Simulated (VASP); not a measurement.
# In3Sb (Pm-3m) in VASP: notebook, part 3 of 3

VASP 6.6.1. The steps go on from the part before.

### Step 5. Single point, PBEsol+D3(BJ) (volume scaled by 0.94)

INCAR reads:

```
PREC = Accurate
ENCUT = 520
EDIFF = 1E-7
ISMEAR = 0
SIGMA = 0.1
LREAL = False
LASPH = True
NELM = 80
ALGO = Fast
ISIF = 2
LWAVE = False
LCHARG = False
GGA = PS
IVDW = 12
NBANDS = 30
```

KPOINTS reads:

```
regular mesh
0
Gamma
  10 10 10
```

POSCAR reads:

```
In3Sb
1.0
    4.5455127921      0.0000000000      0.0000000000
    0.0000000000      4.5455127921      0.0000000000
    0.0000000000      0.0000000000      4.5455127921
In Sb
3 1
Direct
    0.5000000000      0.5000000000      0.0000000000
    0.5000000000      0.0000000000      0.5000000000
    0.0000000000      0.5000000000      0.5000000000
    0.0000000000      0.0000000000      0.0000000000
```

Potentials or basis: VASP PAW PBE potentials, release 64 (In_d, Sb).

Started as:

```
$ cat potpaw_PBE.64/In_d/POTCAR potpaw_PBE.64/Sb/POTCAR > POTCAR
$ mpirun -np 1 vasp_std > vasp.out
```

OUTCAR:

```text
PREC = Accurate
   ENCUT = 520
   EDIFF = 1E-7
   ISMEAR = 0
   LREAL = False
   LASPH = True
   NELM = 80
   ISIF = 2
   GGA = PS
   IVDW = 12
 IVDW          = 12

 ion  position               nearest neighbor table
   1  0.500  0.500  0.000-   2 3.21   3 3.21   4 3.21   2 3.21   3 3.21   2 3.21   4 3.21   2 3.21
                             3 3.21   4 3.21   3 3.21   4 3.21
   2  0.500  0.000  0.500-   1 3.21   3 3.21   4 3.21   1 3.21   4 3.21   1 3.21   3 3.21   1 3.21
                             3 3.21   4 3.21   4 3.21   3 3.21
   3  0.000  0.500  0.500-   1 3.21   2 3.21   4 3.21   1 3.21   4 3.21   2 3.21   4 3.21   4 3.21
                             1 3.21   2 3.21   1 3.21   2 3.21
   4  0.000  0.000  0.000-   1 3.21   2 3.21   3 3.21   2 3.21   3 3.21   1 3.21   3 3.21   3 3.21
                             1 3.21   2 3.21   2 3.21   1 3.21

  LATTYP: Found a simple cubic cell.
 ALAT       =     4.5455127921

  Lattice vectors:

 A1 = (   4.5455127921,   0.0000000000,   0.0000000000)
 A2 = (   0.0000000000,   4.5455127921,   0.0000000000)
 A3 = (   0.0000000000,   0.0000000000,   4.5455127921)

Analysis of symmetry for initial positions (statically):
=====================================================================
[... 182 lines left out ...]
 fundamental gap:      0.0202819205
 Fermi energy:         9.0186386759

 k-point     1 :       0.0000    0.0000    0.0000
  band No.  band energies     occupation
      1      -5.8731      2.00000
      2      -5.8416      2.00000
      3      -5.8416      2.00000
      4      -5.8416      2.00000
      5      -5.6610      2.00000
      6      -5.6610      2.00000
[... 781 lines left out ...]
     29      14.7402      0.00000
     30      16.5793      0.00000

 [... further k-points ...]

------------------------ aborting loop because EDIFF is reached ----------------------------------------

 Edisp (eV)   -1.77532

 E8    (eV) :    -1.2673

  FORCE on cell =-STRESS in cart. coord.  units (eV):
  Direction    XX          YY          ZZ          XY          YZ          ZX
  --------------------------------------------------------------------------------------
  -------------------------------------------------------------------------------------
  Total       2.22140     2.22140     2.22140     0.00000     0.00000     0.00000
  in kB      37.89564    37.89564    37.89564     0.00000     0.00000     0.00000
  external pressure =       37.90 kB  Pullay stress =        0.00 kB

 VOLUME and BASIS-vectors are now :
 -----------------------------------------------------------------------------
  energy-cutoff  :      520.00
  volume of cell :       93.92
      direct lattice vectors                 reciprocal lattice vectors
     4.545512792  0.000000000  0.000000000     0.219997181  0.000000000  0.000000000
     0.000000000  4.545512792  0.000000000     0.000000000  0.219997181  0.000000000
     0.000000000  0.000000000  4.545512792     0.000000000  0.000000000  0.219997181

 POSITION                                       TOTAL-FORCE (eV/Angst)
 -----------------------------------------------------------------------------------
      2.27276      2.27276      0.00000         0.000000      0.000000      0.000000
      2.27276      0.00000      2.27276         0.000000      0.000000      0.000000
      0.00000      2.27276      2.27276         0.000000      0.000000      0.000000
      0.00000      0.00000      0.00000         0.000000      0.000000      0.000000
 -----------------------------------------------------------------------------------
    total drift:                                0.000000      0.000000      0.000000

  FREE ENERGIE OF THE ION-ELECTRON SYSTEM (eV)
  ---------------------------------------------------
  free  energy   TOTEN  =       -14.9673959593 eV

  energy  without entropy=      -14.9530803384  energy(sigma->0) =      -14.96023815
```

Run time: 3 min. Hardware: 1 thread of Intel Xeon Platinum 8488C (Sapphire Rapids), shared host; peak memory 0.3 GiB.

What came out:

| Quantity | Value |
| --- | --- |
| Free energy | -14.9674 eV |
| Pressure | 3.8 GPa |
| Band gap on the k mesh | zero (band 22 reaches 9.76 eV, above the bottom of band 23 at 5.09 eV) |
| Dispersion energy per atom | -0.444 eV |

Caveat: the PAW data sets were made with another functional, which shifts forces and pressure a little; spin-orbit coupling is left out, which moves the levels of the heavy elements; pairwise dispersion overbinds metals, which lowers pressure and volume.

### Step 6. Single point, PBEsol+D3(BJ) (volume scaled by 0.97)

INCAR reads:

```
SYSTEM = In3Sb
  PREC = Accurate
  ENCUT = 520
  EDIFF = 1E-7
  ISMEAR = 0
  SIGMA = 0.1
  LREAL = .FALSE.
  LASPH = .TRUE.
  NELM = 100
  ALGO = Fast
  ISIF = 2
  LWAVE = .FALSE.
  LCHARG = .FALSE.
  GGA = PS
  IVDW = 12
  NBANDS = 30
```

KPOINTS reads:

```
regular mesh
0
G
  10 10 10
  0 0 0
```

POSCAR reads:

```
In3Sb
1.0
    4.5933638116      0.0000000000      0.0000000000
    0.0000000000      4.5933638116      0.0000000000
    0.0000000000      0.0000000000      4.5933638116
In Sb
3 1
Direct
    0.5000000000      0.5000000000      0.0000000000
    0.5000000000      0.0000000000      0.5000000000
    0.0000000000      0.5000000000      0.5000000000
    0.0000000000      0.0000000000      0.0000000000
```

Potentials or basis: VASP PAW PBE potentials, release 64 (In_d, Sb).

Started as:

```
$ cat potpaw_PBE.64/In_d/POTCAR potpaw_PBE.64/Sb/POTCAR > POTCAR
$ mpirun -np 1 vasp_std > vasp.out
```

Run time: 2.2 min. Hardware: 1 thread of Intel Xeon Platinum 8488C (Sapphire Rapids), shared host; peak memory 0.3 GiB.

The run converged. Its results:

```yaml
Free_energy: -15.0194 eV
Pressure: 1.8 GPa
Band_gap_on_the_k_mesh: zero (band 22 reaches 9.27 eV, above the bottom of band 23 at 4.82 eV)
Dispersion_energy_per_atom: -0.430 eV
```

Levels at points of the mesh, in eV from the Fermi level:
```csv
k point,band 18,band 19,band 20,band 21,band 22,band 23,band 24,band 25,band 26,band 27
"(0.00, 0.00, 0.00)",-3.44,-3.44,-3.44,-2.18,-2.18,2.49,2.49,2.49,4.07,4.07
"(0.50, 0.00, 0.00)",-3.73,-1.87,-1.87,-1.39,-0.46,-0.46,0.12,0.84,5.01,5.01
"(0.50, 0.50, 0.00)",-6.60,-6.29,-0.70,-0.12,0.60,0.60,1.48,1.48,1.66,1.92
"(0.50, 0.50, 0.50)",-4.76,-4.76,-4.57,-4.57,-4.57,-3.76,6.12,6.12,6.12,8.77
```

Caveat: the PAW data sets were made with another functional, which shifts forces and pressure a little; spin-orbit coupling is left out, which moves the levels of the heavy elements; pairwise dispersion overbinds metals, which lowers pressure and volume.

### Step 7. Summary

```tsv
cell	k mesh	gap on the mesh (eV)	pressure (GPa)
a = 4.837 Å, 4 atoms	4 × 4 × 4	none	-5.4
a = 4.447 Å, 4 atoms	10 × 10 × 10	none	9.5
a = 4.497 Å, 4 atoms	10 × 10 × 10	none	6.4
a = 4.546 Å, 4 atoms	10 × 10 × 10	none	3.8
a = 4.593 Å, 4 atoms	10 × 10 × 10	none	1.8
```

Alike in all rows: task single point; level PBEsol+D3(BJ); potentials or basis VASP PAW PBE potentials, release 64 (In_d, Sb); no spin polarisation; cutoff (eV) 520; smearing gaussian 0.1 eV.

Caveats: the PAW data sets were made with another functional, which shifts forces and pressure a little; spin-orbit coupling is left out, which moves the levels of the heavy elements; pairwise dispersion overbinds metals, which lowers pressure and volume.

Total energies depend on the potentials used, so only differences within one code and one set of settings carry meaning.
